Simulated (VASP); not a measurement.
Wanted: the native input for a VASP 6.6.1 run.

```
Task                   : single point
Functional             : PBE
Potentials or basis    : VASP PAW PBE potentials, release 64 (Re)
Cutoff                 : 520 eV
k mesh                 : 14 × 14 × 14
Occupations            : fermi-dirac, width 0.03 eV
Spin                   : no spin polarisation
Dipole correction      : no
Further INCAR settings : ALGO = Normal; EDIFF = 1e-06; NBANDS = 10
```

The structure of Re lies in POSCAR:

```
Re
1.0
    0.0000000000      1.9350255327      1.9350255327
    1.9350255327      0.0000000000      1.9350255327
    1.9350255327      1.9350255327      0.0000000000
Re
1
Direct
    0.0000000000      0.0000000000      0.0000000000
```

This cell differs from its parent crystal: volume scaled by 0.9405.

These files were run (other wordings do the same):

INCAR

```
SYSTEM = Re
ALGO     = Normal         ! electronic algorithm
EDIFF    = 1E-6           ! SCF threshold, eV
ENCUT    = 520            ! plane-wave cutoff, eV
GGA      = PE             ! functional
ISIF     = 2              ! what is computed and relaxed
ISMEAR   = -1             ! smearing method
LASPH    = .True.         ! aspherical terms in the spheres
LCHARG   = .False.        ! write CHGCAR
LREAL    = .False.        ! projectors in reciprocal space
LWAVE    = .False.        ! write WAVECAR
NBANDS   = 10             ! bands
NELM     = 80             ! most SCF steps
PREC     = Accurate       ! precision mode
SIGMA    = 0.03           ! smearing width, eV
```

KPOINTS

```
k-points
0
Gamma
  14 14 14
  0 0 0
```

Potentials or basis: VASP PAW PBE potentials, release 64 (Re).

Command:

```console
$ cat potpaw_PBE.64/Re/POTCAR > POTCAR
$ mpirun -np 1 vasp_std > vasp.out
```

It gave:

```
Pressure : 13.0 GPa
```

Run time: 15 s on 1 thread of Intel(R) Xeon(R) Platinum 8375C CPU @ 2.90GHz (Ice Lake), with other jobs on the host, peak memory 0.13 GiB.
